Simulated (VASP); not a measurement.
# SnSe2 (P-3m1) in VASP: further runs

The runs below take SnSe2 through relaxation of cell and atoms, with PBE, r2SCAN.

Program: VASP 6.6.1. These are calculated values, not measurements. Logs are shortened: lines on timing, memory, paths and dates and some standing lists are left out, and cuts for length are marked.

## Step 1: The cell of the first run

It takes space group P-3m1 (No. 164, trigonal). The conventional cell has a = 3.811 Å, b = 3.811 Å, c = 6.136 Å, α = 90.00°, β = 90.00°, γ = 120.00°. Sn (site symmetry -3m) has 6 Se at 2.68 Å within 3.5 Å. Se (site symmetry 3m) has 3 Sn at 2.68 Å within 3.5 Å.

## Step 2: Relaxation of cell and atoms, PBE

The input, INCAR:

```
PREC = Accurate
ENCUT = 600
EDIFF = 1E-7
ISMEAR = -1
SIGMA = 0.02
LREAL = F
LASPH = T
NELM = 80
ALGO = Normal
ISIF = 3
LWAVE = F
LCHARG = F
GGA = PE
IBRION = 2
NSW = 80
EDIFFG = -0.01
```

The input, KPOINTS:

```
Automatic mesh
0
Gamma
  12 12 4
```

The input, POSCAR:

```
SnSe2
1.0
    3.8110000000      0.0000000000      0.0000000000
   -1.9055000000      3.3004228100      0.0000000000
    0.0000000000      0.0000000000      6.1360000000
Sn Se
1 2
Direct
    0.0000000000      0.0000000000      0.0000000000
    0.3333333300      0.6666666700      0.2490000000
    0.6666666700      0.3333333300      0.7510000000
```

Potentials or basis: VASP PAW PBE potentials, release 64 (Sn_d, Se).

Command:

```sh
> cat potpaw_PBE.64/Sn_d/POTCAR potpaw_PBE.64/Se/POTCAR > POTCAR
> mpirun -np 1 vasp_std > vasp.out
```

OUTCAR:

```text
PREC = Accurate
   ENCUT = 600
   EDIFF = 1E-7
   ISMEAR = -1
   LREAL = F
   LASPH = T
   NELM = 80
   ISIF = 3
   GGA = PE
   IBRION = 2
   NSW = 80
   EDIFFG = -0.01

 ion  position               nearest neighbor table
   1  0.000  0.000  0.000-   2 2.68   3 2.68   2 2.68   3 2.68   3 2.68   2 2.68
   2  0.333  0.667  0.249-   1 2.68   1 2.68   1 2.68
   3  0.667  0.333  0.751-   1 2.68   1 2.68   1 2.68

  LATTYP: Found a hexagonal cell.
 ALAT       =     3.8110000000
 C/A-ratio  =     1.6100760955

  Lattice vectors:

 A1 = (   3.8110000000,   0.0000000000,   0.0000000000)
 A2 = (  -1.9055000000,   3.3004228100,   0.0000000000)
 A3 = (   0.0000000000,   0.0000000000,   6.1360000000)

Analysis of symmetry for initial positions (statically):
=====================================================================
 Subroutine PRICEL returns:
 Original cell was already a primitive cell.

 Routine SETGRP: Setting up the symmetry group for a
 hexagonal supercell.

 Subroutine GETGRP returns: Found 12 space group operations
 (whereof 12 operations were pure point group operations)
 out of a pool of 24 trial point group operations.

The static configuration has the point symmetry D_3d.

Analysis of symmetry for dynamics (positions and initial velocities):
=====================================================================
 Subroutine PRICEL returns:
 Original cell was already a primitive cell.

 Routine SETGRP: Setting up the symmetry group for a
 hexagonal supercell.

 Subroutine GETGRP returns: Found 12 space group operations
 (whereof 12 operations were pure point group operations)
 out of a pool of 24 trial point group operations.

The dynamic configuration has the point symmetry D_3d.

 Subroutine INISYM returns: Found 12 space group operations
 (whereof 12 operations are pure point group operations),
 and found     1 'primitive' translations

----------------------------------------------------------------------------------------

                                     Primitive cell

  volume of cell :      77.1781

  direct lattice vectors                    reciprocal lattice vectors
     3.811000000  0.000000000  0.000000000     0.262398321  0.151495741  0.000000000
    -1.905500000  3.300422810  0.000000000     0.000000000  0.302991482  0.000000000
     0.000000000  0.000000000  6.136000000     0.000000000  0.000000000  0.162972621

  length of vectors
     3.811000000  3.810999997  6.136000000     0.302991482  0.302991482  0.162972621

  position of ions in fractional coordinates (direct lattice)
     0.000000000  0.000000000  0.000000000
     0.333333330  0.666666670  0.249000000
     0.666666670  0.333333330  0.751000000

  ion indices of the primitive-cell ions
[... 75 lines left out ...]
   NELM   =     80;   NELMIN=  2; NELMDL= -5     # of ELM steps
   EDIFF  = 0.1E-06   stopping-criterion for ELM
   LREAL  =      F    real-space projection
   EDIFFG = -.1E-01   stopping-criterion for IOM
   NSW    =     80    number of steps for IOM
   IBRION =      2    ionic relax: 0-MD 1-quasi-New 2-CG
   NFREE  =      1    steps in history (QN), initial steepest desc. (CG)
   ISIF   =      3    stress and relaxation
   ISYM   =      2    0-nonsym 1-usesym 2-fastsym
   POTIM  = 0.5000    time-step for ionic-motion
   TEBEG  =    0.0;   TEEND  =   0.0 temperature during run
   PSTRESS=    0.0 pullay stress
   NELECT =      26.0000    total number of electrons
   NUPDOWN=      -1.0000    fix difference up-down
   EMIN   =  10.00;   EMAX   =-10.00  energy-range for DOS
   EFERMI =   0.00;   METHOD = LEGACY
   ISMEAR =    -1;   SIGMA  =   0.02  broadening in eV -4-tet -1-fermi 0-gaus
   EFERMI_NEDOS =   21; number of points for ismear=-14 and -15
   IALGO  =     38    algorithm
   IMIX   =      4    mixing-type and parameters
     AMIX     =   0.40;   BMIX     =  1.00
     AMIX_MAG =   1.60;   BMIX_MAG =  1.00
  volume/ion in A,a.u.               =      25.73       173.61
  Fermi-wavevector in a.u.,A,eV,Ry     =   1.139116  2.152617 17.654722  1.297585
  Thomas-Fermi vector in A             =   2.275820
   LORBIT       =      0    0 simple, 1 ext, 2 COOP (PROOUT), +10 PAW based schemes
   GGA     = PE    functional components
   LHFCALC =     F    Hartree Fock is set to
   AEXX    =    0.0000 exact exchange contribution
   IVDW    =     0    specifies the selected vdW correction
   LEPSILON=     F    determine dielectric tensor
   LRPA    =     F    only Hartree local field effects (RPA)
 conjugate gradient relaxation of ions
 non-spin polarized calculation
  energy-cutoff  :      600.00
  volume of cell :       77.18
 maximum number of plane-waves:      2604
   NGX = 15   NGY = 15   NGZ = 25

--------------------------------------- Ionic step        1  -------------------------------------------

 number of electron      25.9999991 magnetization

 Free energy of the ion-electron system (eV)
  ---------------------------------------------------
  ext. energy  EPLUGINS =         0.00000000
  ---------------------------------------------------
  free energy    TOTEN  =       -11.74786644 eV

  energy without entropy =      -11.74786644  energy(sigma->0) =      -11.74786644

 E-fermi :   4.5985     XC(G=0):  -9.4546

 val. band max:        4.2101115433   @ k =   0.0833   0.0833   0.0000
 cond. band min:       4.9840024555   @ k =   0.5000  -0.0000   0.2500
 fundamental gap:      0.7738909122
 Fermi energy:         4.5984600147

 k-point     1 :       0.0000    0.0000    0.0000
  band No.  band energies     occupation
      1     -17.0961      2.00000
      2     -17.0961      2.00000
      3     -17.0569      2.00000
      4     -17.0419      2.00000
      5     -17.0419      2.00000
      6      -9.8297      2.00000
[... 575 lines left out ...]
  FREE ENERGIE OF THE ION-ELECTRON SYSTEM (eV)
  ---------------------------------------------------
  free  energy   TOTEN  =       -11.8567859749 eV

  energy  without entropy=      -11.8567859736  energy(sigma->0) =      -11.85678597

[... ionic steps 4 to 17 ...]

--------------------------------------- Ionic step       18  -------------------------------------------

 number of electron      25.9999998 magnetization

------------------------ aborting loop because EDIFF is reached ----------------------------------------
[... 69 lines left out ...]
--------------------------------------- Ionic step       20  -------------------------------------------

 number of electron      25.9999998 magnetization

 Free energy of the ion-electron system (eV)
  ---------------------------------------------------
  ext. energy  EPLUGINS =         0.00000000
  ---------------------------------------------------
  free energy    TOTEN  =       -11.87301631 eV

  energy without entropy =      -11.87301631  energy(sigma->0) =      -11.87301631

 E-fermi :   3.0212     XC(G=0):  -8.6755

 val. band max:        2.6587265344   @ k =   0.1667  -0.0000   0.0000
 cond. band min:       3.3496570075   @ k =   0.5000  -0.0000   0.5000
 fundamental gap:      0.6909304732
 Fermi energy:         3.0211656845

 k-point     1 :       0.0000    0.0000    0.0000
  band No.  band energies     occupation
      1     -18.4578      2.00000
      2     -18.4578      2.00000
      3     -18.4254      2.00000
      4     -18.4164      2.00000
      5     -18.4164      2.00000
      6     -10.6929      2.00000
[... 501 lines left out ...]
  FREE ENERGIE OF THE ION-ELECTRON SYSTEM (eV)
  ---------------------------------------------------
  free  energy   TOTEN  =       -11.8730163091 eV

  energy  without entropy=      -11.8730163084  energy(sigma->0) =      -11.87301631

 reached required accuracy - stopping structural energy minimisation
```

Wall time 33 min (1 thread of Intel Xeon 8259CL, shared host); peak memory 0.3 GiB.

What came out:

```
Free energy                           : -11.8730 eV
Relaxed volume                        : 29.84 Å³/atom
Relaxed cell                          : a = 3.874 Å, b = 3.874 Å, c = 6.888 Å, α = 90.00°, β = 90.00°, γ = 120.00°
Space group after relaxing (to 0.1 Å) : P-3m1 (No. 164)
Energy gained by relaxing             : 41.7 meV/atom
Ionic steps                           : 20
Pressure after relaxing               : 0.0 GPa
Band gap on the k mesh                : 0.69 eV (least direct gap 1.09 eV)
```

Step by step:
```
step  energy change (eV)  largest force (eV/Å)  pressure (GPa)  volume (Å³)
   1              0.0000                0.8082            5.63        77.18
   2             -0.0417                0.6271           -3.33        87.71
   3             -0.1089                0.0644           -0.01        82.76
   4             -0.1089                0.0494            0.08        82.65
   5             -0.1101                0.0628            0.10        82.74
   6             -0.1123                0.1029            0.15        82.99
   7             -0.1126                0.1229            0.18        83.11
   8             -0.1135                0.1186            0.16        83.32
   9             -0.1160                0.1057            0.10        83.96
  10             -0.1199                0.0780            0.00        85.24
  11             -0.1239                0.0166           -0.10        87.83
  12             -0.1243                0.0085           -0.12        88.87
  13             -0.1248                0.0360            0.27        89.08
  14             -0.1249                0.0276            0.14        89.02
  15             -0.1247                0.0676           -0.13        89.95
  16             -0.1251                0.0097            0.03        89.39
  17             -0.1251                0.0137           -0.05        89.59
  18             -0.1251                0.0124           -0.02        89.53
  19             -0.1251                0.0072            0.03        89.52
  20             -0.1251                0.0013            0.01        89.52
```

Final structure:
```
Sn Se
1.0
     3.87388    0.00000    0.00000
    -1.93694    3.35488    0.00000
     0.00000    0.00000    6.88833
Sn Se
1 2
Direct
  0.00000 0.00000 0.00000
  0.33333 0.66667 0.23160
  0.66667 0.33333 0.76840
```

Caveat: the volume moved by over 15 % at a fixed basis, so the end points are rough; spin-orbit coupling is left out, which moves the levels of the heavy elements; this functional lacks dispersion, which binds the layers, so the pressure and a relaxed spacing across them are unreliable.

## Step 3: Relaxation of cell and atoms, r2SCAN

POSCAR is that of step 2.

The input, INCAR.step1:

```
SYSTEM = SnSe2
ALGO = Normal
EDIFF = 1E-4
ENCUT = 600
GGA = PE
ISMEAR = -1
LASPH = .TRUE.
LCHARG = .FALSE.
LREAL = .FALSE.
LWAVE = .TRUE.
NELM = 100
PREC = Accurate
SIGMA = 0.02
```

The input, INCAR.step2:

```
SYSTEM = SnSe2
ALGO = Normal
EDIFF = 1E-6
EDIFFG = -0.01
ENCUT = 600
IBRION = 2
ISIF = 3
ISMEAR = -1
ISTART = 1
LASPH = .TRUE.
LCHARG = .FALSE.
LMIXTAU = .TRUE.
LREAL = .FALSE.
LWAVE = .FALSE.
METAGGA = R2SCAN
NELM = 100
NSW = 80
PREC = Accurate
SIGMA = 0.02
```

The input, KPOINTS:

```
k-points
0
G
  12 12 4
  0 0 0
```

Potentials or basis: VASP PAW PBE potentials, release 64 (Sn_d, Se).

Command:

```sh
> cat potpaw_PBE.64/Sn_d/POTCAR potpaw_PBE.64/Se/POTCAR > POTCAR
> cp INCAR.step1 INCAR
> mpirun -np 1 vasp_std > vasp.out
> cp INCAR.step2 INCAR
> mpirun -np 1 vasp_std > vasp.out
```

Wall time 68 min (1 thread of Intel Xeon 8259CL, shared host); peak memory 0.32 GiB.

It converged, with:

| Property | Result |
| --- | --- |
| Free energy | -54.6400 eV |
| Relaxed volume | 27.89 Å³/atom |
| Relaxed cell | a = 3.843 Å, b = 3.843 Å, c = 6.544 Å, α = 90.00°, β = 90.00°, γ = 120.00° |
| Space group after relaxing (to 0.1 Å) | P-3m1 (No. 164) |
| Energy gained by relaxing | 17.6 meV/atom |
| Ionic steps | 11 |
| Pressure after relaxing | 0.0 GPa |
| Largest force after relaxing | 0.005 eV/Å |
| Band gap on the k mesh | 1.04 eV (least direct gap 1.46 eV) |

Forces in eV/Å, atoms in the order of the input:
```
Sn   0.000  0.000  0.000
Se   0.000  0.000  0.005
Se   0.000  0.000 -0.005
```

Step by step:
```csv
step,energy change (eV),largest force (eV/Å),pressure (GPa),volume (Å³)
1,0.0000,0.5357,3.65,77.18
2,-0.0069,0.5161,-2.86,83.91
3,-0.0451,0.0447,-0.05,80.56
4,-0.0451,0.0340,0.02,80.49
5,-0.0465,0.0555,0.07,80.51
6,-0.0475,0.0977,0.16,80.55
7,-0.0487,0.0920,0.10,80.88
8,-0.0512,0.0756,-0.06,81.85
9,-0.0525,0.0436,-0.29,83.80
10,-0.0513,0.1116,0.51,83.41
11,-0.0528,0.0050,-0.04,83.68
```

Final structure:
```
CELL_PARAMETERS angstrom
3.84252 0.00000 0.00000
-1.92126 3.32772 0.00000
0.00000 0.00000 6.54395
ATOMIC_POSITIONS crystal
Sn 0.00000 0.00000 0.00000
Se 0.33333 0.66667 0.24056
Se 0.66667 0.33333 0.75944
```

Levels at points of the mesh, in eV from the valence-band top:
| k point | band 10 | band 11 | band 12 | band 13 | band 14 | band 15 | band 16 | band 17 |
| --- | --- | --- | --- | --- | --- | --- | --- | --- |
| (0.00, 0.00, 0.00) | -0.52 | -0.27 | -0.18 | -0.18 | 1.51 | 3.62 | 5.07 | 5.07 |
| (0.50, 0.00, 0.00) | -2.62 | -2.39 | -0.92 | -0.25 | 1.33 | 4.38 | 6.01 | 6.09 |
| (0.00, 0.00, 0.50) | -0.57 | -0.57 | -0.09 | -0.09 | 2.64 | 3.56 | 4.92 | 4.92 |
| (0.50, 0.00, 0.50) | -2.29 | -2.00 | -0.67 | -0.48 | 1.04 | 4.75 | 5.32 | 6.33 |

Caveat: the PAW data sets were made with another functional, which shifts forces and pressure a little; spin-orbit coupling is left out, which moves the levels of the heavy elements.
